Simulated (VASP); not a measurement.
# InSe (P6_3/mmc) in VASP: further runs

InSe is run at these levels: LDA; tasks: single point.

Program: VASP 6.6.1. These are calculated values, not measurements. Logs are shortened: lines on timing, memory, paths and dates and some standing lists are left out, and cuts for length are marked.

**1. The cell of the first run**

Symmetry: P6_3/mmc, No. 194, hexagonal system. The conventional cell has a = 4.042 Å, b = 4.042 Å, c = 17.428 Å, α = 90.00°, β = 90.00°, γ = 120.00°. In (site symmetry 3m) has 3 Se at 2.65 Å and 1 In at 2.80 Å within 3.5 Å. Within 3.5 Å of Se (site symmetry 3m) lie 3 In at 2.65 Å.

**2. Single point, LDA**

Contents of INCAR:

```
PREC = Accurate
ENCUT = 500
EDIFF = 1E-6
ISMEAR = 0
SIGMA = 0.1
LREAL = False
LASPH = True
NELM = 120
ALGO = Normal
ISIF = 2
LWAVE = False
LCHARG = False
GGA = CA
NBANDS = 48
GGA_COMPAT = False
```

Contents of KPOINTS:

```
regular mesh
0
Gamma
  6 6 1
```

Contents of POSCAR:

```
InSe
1.0
    4.0417341700      0.0000000000      0.0000000000
   -2.0208670800      3.5002444600      0.0000000000
    0.0000000000      0.0000000000     17.4284434000
In Se
4 4
Direct
    0.3333333300      0.6666666700      0.3303039600
    0.6666666700      0.3333333300      0.8303039600
    0.6666666700      0.3333333300      0.6696960400
    0.3333333300      0.6666666700      0.1696960400
    0.3333333300      0.6666666700      0.5973247600
    0.6666666700      0.3333333300      0.0973247600
    0.6666666700      0.3333333300      0.4026752400
    0.3333333300      0.6666666700      0.9026752400
```

Potentials or basis: VASP PAW LDA potentials, release 64 (In_d, Se).

The run is started by

```
$ cat potpaw_LDA.64/In_d/POTCAR potpaw_LDA.64/Se/POTCAR > POTCAR
$ mpirun -np 1 vasp_std > vasp.out
```

OUTCAR:

```text
PREC = Accurate
   ENCUT = 500
   EDIFF = 1E-6
   ISMEAR = 0
   LREAL = False
   LASPH = True
   NELM = 120
   ISIF = 2
   GGA = CA

 ion  position               nearest neighbor table
   1  0.333  0.667  0.330-   7 2.65   7 2.65   7 2.65   4 2.80
   2  0.667  0.333  0.830-   8 2.65   8 2.65   8 2.65   3 2.80
   3  0.667  0.333  0.670-   5 2.65   5 2.65   5 2.65   2 2.80
   4  0.333  0.667  0.170-   6 2.65   6 2.65   6 2.65   1 2.80
   5  0.333  0.667  0.597-   3 2.65   3 2.65   3 2.65
   6  0.667  0.333  0.097-   4 2.65   4 2.65   4 2.65
   7  0.667  0.333  0.403-   1 2.65   1 2.65   1 2.65
   8  0.333  0.667  0.903-   2 2.65   2 2.65   2 2.65

  LATTYP: Found a hexagonal cell.
 ALAT       =     4.0417341700
 C/A-ratio  =     4.3121201610

  Lattice vectors:

 A1 = (   4.0417341700,   0.0000000000,   0.0000000000)
 A2 = (  -2.0208670800,   3.5002444600,   0.0000000000)
 A3 = (   0.0000000000,   0.0000000000,  17.4284434000)

Analysis of symmetry for initial positions (statically):
=====================================================================
 Subroutine PRICEL returns:
 Original cell was already a primitive cell.

 Routine SETGRP: Setting up the symmetry group for a
 hexagonal supercell.

 Subroutine GETGRP returns: Found 24 space group operations
 (whereof 12 operations were pure point group operations)
 out of a pool of 24 trial point group operations.

The static configuration has the point symmetry D_3d.
 The point group associated with its full space group is D_6h.

Analysis of symmetry for dynamics (positions and initial velocities):
=====================================================================
 Subroutine PRICEL returns:
 Original cell was already a primitive cell.

 Routine SETGRP: Setting up the symmetry group for a
 hexagonal supercell.

 Subroutine GETGRP returns: Found 24 space group operations
 (whereof 12 operations were pure point group operations)
 out of a pool of 24 trial point group operations.

The dynamic configuration has the point symmetry D_3d.
 The point group associated with its full space group is D_6h.

 Subroutine INISYM returns: Found 24 space group operations
 (whereof 12 operations are pure point group operations),
 and found     1 'primitive' translations

----------------------------------------------------------------------------------------

                                     Primitive cell

  volume of cell :     246.5612

  direct lattice vectors                    reciprocal lattice vectors
     4.041734170  0.000000000  0.000000000     0.247418548  0.142847165  0.000000000
    -2.020867080  3.500244460  0.000000000     0.000000000  0.285694331  0.000000000
     0.000000000  0.000000000 17.428443400     0.000000000  0.000000000  0.057377471

  length of vectors
     4.041734170  4.041734162 17.428443400     0.285694331  0.285694331  0.057377471

  position of ions in fractional coordinates (direct lattice)
     0.333333330  0.666666670  0.330303960
     0.666666670  0.333333330  0.830303960
     0.666666670  0.333333330  0.669696040
     0.333333330  0.666666670  0.169696040
     0.333333330  0.666666670  0.597324760
     0.666666670  0.333333330  0.097324760
     0.666666670  0.333333330  0.402675240
     0.333333330  0.666666670  0.902675240

  ion indices of the primitive-cell ions
   primitive index   ion index
                 1           1
                 2           2
                 3           3
                 4           4
                 5           5
                 6           6
                 7           7
                 8           8

----------------------------------------------------------------------------------------

 KPOINTS: regular mesh

Automatic generation of k-mesh.
 Grid dimensions read from file:
 generate k-points for:    6    6    1

 Generating k-lattice:

  Cartesian coordinates                     Fractional coordinates (reciprocal lattice)
     0.041236425  0.023807861  0.000000000     0.166666667  0.000000000  0.000000000
     0.000000000  0.047615722  0.000000000     0.000000000  0.166666667  0.000000000
     0.000000000  0.000000000  0.057377471     0.000000000  0.000000000  1.000000000

  Length of vectors
     0.047615722  0.047615722  0.057377471

  Shift w.r.t. Gamma in fractional coordinates (k-lattice)
     0.000000000  0.000000000  0.000000000

 Subroutine IBZKPT returns following result:
 ===========================================

 Found      7 irreducible k-points:

 Following reciprocal coordinates:
            Coordinates               Weight
  0.000000  0.000000  0.000000      1.000000
  0.166667  0.000000  0.000000      6.000000
  0.333333  0.000000  0.000000      6.000000
  0.500000  0.000000  0.000000      3.000000
  0.166667  0.166667  0.000000      6.000000
  0.333333  0.166667  0.000000     12.000000
  0.333333  0.333333  0.000000      2.000000
   k-points           NKPTS =      7   k-points in BZ     NKDIM =      7   number of bands    NBANDS=     48
   number of dos      NEDOS =    301   number of ions     NIONS =      8
   total plane-waves  NPLWV = 115200
   dimension x,y,z NGX =    30 NGY =   30 NGZ =  128
   dimension x,y,z NGXF=    60 NGYF=   60 NGZF=  256
   ions per type =               4   4
   NGX,Y,Z   is equivalent  to a cutoff of  12.34, 12.34, 12.21 a.u.
   NGXF,Y,Z  is equivalent  to a cutoff of  24.68, 24.68, 24.42 a.u.
 SYSTEM =  unknown system
   PREC   = accura    normal or accurate (medium, high low for compatibility)
   ISTART =      0    job   : 0-new  1-cont  2-samecut
   ICHARG =      2    charge: 1-file 2-atom 10-const
   ISPIN  =      1    spin polarized calculation?
   LNONCOLLINEAR =      F non collinear calculations
   LSORBIT =      F    spin-orbit coupling
   LASPH  =      T    aspherical Exc in radial PAW
   ENCUT  =  500.0 eV  36.75 Ry    6.06 a.u.   7.37  7.37 31.78*2*pi/ulx,y,z
   NELM   =    120;   NELMIN=  2; NELMDL= -5     # of ELM steps
   EDIFF  = 0.1E-05   stopping-criterion for ELM
   LREAL  =      F    real-space projection
[... 7 lines left out ...]
   TEBEG  =    0.0;   TEEND  =   0.0 temperature during run
   PSTRESS=    0.0 pullay stress
   NELECT =      76.0000    total number of electrons
   NUPDOWN=      -1.0000    fix difference up-down
   EMIN   =  10.00;   EMAX   =-10.00  energy-range for DOS
   EFERMI =   0.00;   METHOD = LEGACY
   ISMEAR =     0;   SIGMA  =   0.10  broadening in eV -4-tet -1-fermi 0-gaus
   EFERMI_NEDOS =   21; number of points for ismear=-14 and -15
   IALGO  =     38    algorithm
   IMIX   =      4    mixing-type and parameters
     AMIX     =   0.40;   BMIX     =  1.00
     AMIX_MAG =   1.60;   BMIX_MAG =  1.00
  volume/ion in A,a.u.               =      30.82       207.98
  Fermi-wavevector in a.u.,A,eV,Ry     =   1.105871  2.089793 16.639253  1.222951
  Thomas-Fermi vector in A             =   2.242364
   LORBIT       =      0    0 simple, 1 ext, 2 COOP (PROOUT), +10 PAW based schemes
   GGA     = CA    functional components
   LHFCALC =     F    Hartree Fock is set to
   AEXX    =    0.0000 exact exchange contribution
   IVDW    =     0    specifies the selected vdW correction
   LEPSILON=     F    determine dielectric tensor
   LRPA    =     F    only Hartree local field effects (RPA)
 non-spin polarized calculation
 Gauss-broadening in eV      SIGMA  =   0.10
  energy-cutoff  :      500.00
  volume of cell :      246.56
 maximum number of plane-waves:      6309
 NGX is ok and might be reduce to    30
   NGX = 15   NGY = 15   NGZ = 63

 number of electron      76.0000010 magnetization

 Free energy of the ion-electron system (eV)
  ---------------------------------------------------
  ext. energy  EPLUGINS =         0.00000000
  ---------------------------------------------------
  free energy    TOTEN  =       -33.16334913 eV

  energy without entropy =      -33.16306600  energy(sigma->0) =      -33.16320757

 E-fermi :   3.4929     XC(G=0):  -8.9875

 val. band max:        3.3378137324   @ k =   0.0000   0.0000   0.0000
 cond. band min:       3.6479402793   @ k =   0.0000   0.0000   0.0000
 fundamental gap:      0.3101265469
 Fermi energy:         3.4928796472

 k-point     1 :       0.0000    0.0000    0.0000
  band No.  band energies     occupation
      1     -11.2906      2.00000
      2     -11.2904      2.00000
      3     -11.1027      2.00000
      4     -11.1027      2.00000
      5     -11.1025      2.00000
      6     -11.1025      2.00000
[... 40 lines left out ...]
     47       8.7020      0.00000
     48       8.7575      0.00000

 k-point     2 :       0.1667    0.0000    0.0000
  band No.  band energies     occupation
      1     -11.2967      2.00000
      2     -11.2960      2.00000
      3     -11.1838      2.00000
      4     -11.1791      2.00000
      5     -11.1278      2.00000
      6     -11.1216      2.00000
[... 40 lines left out ...]
     47       7.8521      0.00000
     48       8.1298      0.00000

 k-point     3 :       0.3333    0.0000    0.0000
  band No.  band energies     occupation
      1     -11.3723      2.00000
      2     -11.3681      2.00000
      3     -11.2678      2.00000
      4     -11.2614      2.00000
      5     -11.2283      2.00000
      6     -11.2263      2.00000
[... 40 lines left out ...]
     47       7.8695      0.00000
     48       8.0607      0.00000

 k-point     4 :       0.5000    0.0000    0.0000
  band No.  band energies     occupation
      1     -11.4197      2.00000
      2     -11.4171      2.00000
      3     -11.3204      2.00000
      4     -11.3167      2.00000
      5     -11.2263      2.00000
      6     -11.2253      2.00000
[... 40 lines left out ...]
     47       7.7794      0.00000
     48       8.0583      0.00000

 k-point     5 :       0.1667    0.1667    0.0000
  band No.  band energies     occupation
      1     -11.3439      2.00000
      2     -11.3398      2.00000
      3     -11.2347      2.00000
      4     -11.2276      2.00000
      5     -11.2270      2.00000
      6     -11.2242      2.00000
[... 40 lines left out ...]
     47       7.8935      0.00000
     48       8.0122      0.00000

 k-point     6 :       0.3333    0.1667    0.0000
  band No.  band energies     occupation
      1     -11.4085      2.00000
      2     -11.4056      2.00000
      3     -11.3130      2.00000
      4     -11.3090      2.00000
      5     -11.2270      2.00000
      6     -11.2260      2.00000
[... 40 lines left out ...]
     47       7.7787      0.00000
     48       8.0616      0.00000

 k-point     7 :       0.3333    0.3333    0.0000
  band No.  band energies     occupation
      1     -11.4186      2.00000
      2     -11.4186      2.00000
      3     -11.3281      2.00000
      4     -11.3281      2.00000
      5     -11.2250      2.00000
      6     -11.2250      2.00000
[... 40 lines left out ...]
     47       8.9645      0.00000
     48       8.9645      0.00000

------------------------ aborting loop because EDIFF is reached ----------------------------------------

  FORCE on cell =-STRESS in cart. coord.  units (eV):
  Direction    XX          YY          ZZ          XY          YZ          ZX
  --------------------------------------------------------------------------------------
  -------------------------------------------------------------------------------------
  Total       -3.3645449     -3.3645449     -3.3163834     -0.0000000      0.0000000      0.0000000
  in kB      -21.8631223    -21.8631222    -21.5501646     -0.0000000      0.0000000      0.0000000
  external PRESSURE =     -21.7588030 kB  Pullay stress =       0.0000000 kB

 VOLUME and BASIS-vectors are now :
 -----------------------------------------------------------------------------
  energy-cutoff  :      500.00
  volume of cell :      246.56
      direct lattice vectors                 reciprocal lattice vectors
     4.041734170  0.000000000  0.000000000     0.247418548  0.142847165  0.000000000
    -2.020867080  3.500244460  0.000000000     0.000000000  0.285694331  0.000000000
     0.000000000  0.000000000 17.428443400     0.000000000  0.000000000  0.057377471

 POSITION                                       TOTAL-FORCE (eV/Angst)
 -----------------------------------------------------------------------------------
     -0.00000      2.33350      5.75668         0.000000     -0.000000     -0.050020
      2.02087      1.16675     14.47091         0.000000      0.000000     -0.050020
      2.02087      1.16675     11.67176        -0.000000      0.000000      0.050020
     -0.00000      2.33350      2.95754        -0.000000     -0.000000      0.050020
     -0.00000      2.33350     10.41044         0.000000      0.000000      0.138739
      2.02087      1.16675      1.69622        -0.000000     -0.000000      0.138739
      2.02087      1.16675      7.01800         0.000000     -0.000000     -0.138739
     -0.00000      2.33350     15.73222        -0.000000      0.000000     -0.138739
 -----------------------------------------------------------------------------------
    total drift:                                0.000009     -0.000005      0.000007

  FREE ENERGIE OF THE ION-ELECTRON SYSTEM (eV)
  ---------------------------------------------------
  free  energy   TOTEN  =       -33.1633491321 eV

  energy  without entropy=      -33.1630659989  energy(sigma->0) =      -33.16320757
```

Wall time 99 s (1 thread of Oxide Virtual Turin-like, shared host); peak memory 0.25 GiB.

Results:

- Free energy: -33.1633 eV
- Pressure: -2.2 GPa
- Largest force: 0.139 eV/Å
- Band gap on the k mesh: 0.31 eV

Forces on the atoms (eV/Å):
```
In   0.000  0.000 -0.050
In   0.000  0.000 -0.050
In   0.000  0.000  0.050
In   0.000  0.000  0.050
Se   0.000  0.000  0.139
Se   0.000  0.000  0.139
Se   0.000  0.000 -0.139
Se   0.000  0.000 -0.139
```

Caveat: semilocal functionals underestimate gaps, and a narrow one can read as zero; spin-orbit coupling is left out, which moves the levels of the heavy elements.

**3. Single point, LDA**

This run uses another cell than the first one, of 28.03 Å³/atom.

Contents of INCAR:

```
PREC = Accurate
ENCUT = 500
EDIFF = 1E-6
ISMEAR = 0
SIGMA = 0.01
LREAL = F
LASPH = T
NELM = 120
ALGO = Normal
ISIF = 2
LWAVE = F
LCHARG = F
NBANDS = 48
GGA_COMPAT = F
```

Contents of KPOINTS:

```
Automatic mesh
0
Gamma
  12 12 2
```

Contents of POSCAR:

```
InSe
1.0
    3.9663364599     -0.0000000028      0.0000000000
   -1.9831682275      3.4349481357      0.0000000000
    0.0000000000      0.0000000000     16.4588943492
In Se
4 4
Direct
    0.3333333333      0.6666666667      0.3333096818
    0.6666666667      0.3333333333      0.8333096818
    0.6666666667      0.3333333333      0.6666903182
    0.3333333333      0.6666666667      0.1666903182
    0.3333333333      0.6666666667      0.5894525158
    0.6666666667      0.3333333333      0.0894525158
    0.6666666667      0.3333333333      0.4105474842
    0.3333333333      0.6666666667      0.9105474842
```

Potentials or basis: VASP PAW LDA potentials, release 64 (In_d, Se).

The run is started by

```
$ cat potpaw_LDA.64/In_d/POTCAR potpaw_LDA.64/Se/POTCAR > POTCAR
$ mpirun -np 1 vasp_std > vasp.out
```

Wall time 8.4 min (1 thread of Oxide Virtual Turin-like, shared host); peak memory 0.41 GiB.

The run converged. Its results:

| Item | Value |
| --- | --- |
| Free energy | -33.3288 eV |
| Pressure | 0.1 GPa |
| Largest force | 0.030 eV/Å |
| Band gap on the k mesh | 0.30 eV |

Forces in eV/Å, atoms in the order of the input:
```
In   0.000  0.000 -0.016
In   0.000  0.000 -0.016
In   0.000  0.000  0.016
In   0.000  0.000  0.016
Se   0.000  0.000 -0.030
Se   0.000  0.000 -0.030
Se   0.000  0.000  0.030
Se   0.000  0.000  0.030
```

Levels at points of the mesh, in eV from the valence-band top:
```tsv
k point	band 36	band 37	band 38	band 39	band 40	band 41
(0.00, 0.00, 0.00)	-1.12	-1.12	0.00	0.30	1.75	2.03
(0.50, 0.00, 0.00)	-2.20	-2.08	-1.46	1.01	1.03	1.83
(0.00, 0.00, 0.50)	-1.16	-1.02	-1.02	1.23	1.23	2.05
(0.50, 0.00, 0.50)	-2.16	-1.86	-1.86	1.33	1.33	1.52
```

Caveat: semilocal functionals underestimate gaps, and a narrow one can read as zero; spin-orbit coupling is left out, which moves the levels of the heavy elements.
